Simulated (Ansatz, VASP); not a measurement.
## Two plane-wave programs on LiSb7

The input INCAR:

```
ALGO     = Normal         # electronic algorithm
EDIFF    = 1E-6           # SCF threshold, eV
EDIFFG   = -0.04          # ionic threshold
ENCUT    = 600            # plane-wave cutoff, eV
GGA      = PE             # functional
IBRION   = 2              # ionic algorithm
ISIF     = 3              # what is computed and relaxed
ISMEAR   = 0              # smearing method
LASPH    = True           # aspherical terms in the spheres
LCHARG   = False          # write CHGCAR
LREAL    = False          # projectors in reciprocal space
LWAVE    = False          # write WAVECAR
NELM     = 60             # most SCF steps
NSW      = 90             # ionic steps
PREC     = Accurate       # precision mode
SIGMA    = 0.1            # smearing width, eV
```

Contents of KPOINTS:

```
k-points
0
Gamma
  6 6 2
```

File POSCAR:

```
LiSb7
1.0
    5.2714655800      0.0000000000      0.0000000000
   -2.6357327900      4.5652231100      0.0000000000
    0.0000000000      0.0000000000     10.6868237500
Li Sb
1 7
Direct
    0.0000000000      0.0000000000      0.5000000000
    0.3130793100      0.0000000000      0.6590816000
    0.0000000000      0.3130793100      0.6590816000
    0.6869206900      0.6869206900      0.6590816000
    0.3130793100      0.0000000000      0.3409184000
    0.0000000000      0.3130793100      0.3409184000
    0.6869206900      0.6869206900      0.3409184000
    0.0000000000      0.0000000000      0.0000000000
```

Input for Ansatz:

```yaml
crystal:
  lattice:
    - [5.27146558, 0.0, 0.0]
    - [-2.63573279, 4.56522311, 0.0]
    - [0.0, 0.0, 10.68682375]
  atoms:
    - { symbol: Li, position: [0.0, 0.0, 0.5] }
    - { symbol: Sb, position: [0.31307931, 0.0, 0.6590816] }
    - { symbol: Sb, position: [0.0, 0.31307931, 0.6590816] }
    - { symbol: Sb, position: [0.68692069, 0.68692069, 0.6590816] }
    - { symbol: Sb, position: [0.31307931, 0.0, 0.3409184] }
    - { symbol: Sb, position: [0.0, 0.31307931, 0.3409184] }
    - { symbol: Sb, position: [0.68692069, 0.68692069, 0.3409184] }
    - { symbol: Sb, position: [0.0, 0.0, 0.0] }
basis:
  ecutwfc: 420
kpoints:
  mp_grid: { grid: [6, 6, 2] }
hamiltonian:
  xc: pbe
scf:
  occupations: { method: gaussian, width: 0.1 }
  lower_state_search: "off"
output:
  forces: true
  stress: true
  eigenvalues: true
relax:
  adjacent_minimum: "off"
  f_tol: 0.04
  max_steps: 70
  cell: { stress_tol: 0.4 }
```

Alike in both runs: task relaxation of cell and atoms; functional PBE; k mesh 6 × 6 × 2; occupations gaussian, width 0.1 eV; no spin polarisation.

|  | VASP | Ansatz |
| --- | --- | --- |
| version | VASP 6.6.1 | Ansatz 0.2.0 |
| potentials or method | VASP PAW PBE potentials, release 64 (Li_sv, Sb), cutoff 600 eV | scalar-relativistic, plane waves, PAW |
| valence electrons in the cell | 38 | 108 |

|  | VASP | Ansatz | Ansatz less VASP |
| --- | --- | --- | --- |
| gap on the k mesh at the Fermi level, each at its own relaxed structure (eV) | none | none | - |
| relaxed volume (Å³/atom) | 28.80 | 28.70 | -0.100 |
| relaxed length of the cell vector where the two differ most in proportion (Å) | 6.132 | 6.121 | -0.0111 |

A gap of «none» marks a metal or a gap that the smearing closes. VASP's potentials hold 38 valence electrons a cell and Ansatz's 108, so a difference there can come from the potentials and not from the codes.

Neither program's run includes spin-orbit coupling. Noted on VASP's run: the cutoff is under 1.25 times that of the potentials, so the pressure is a little rough.
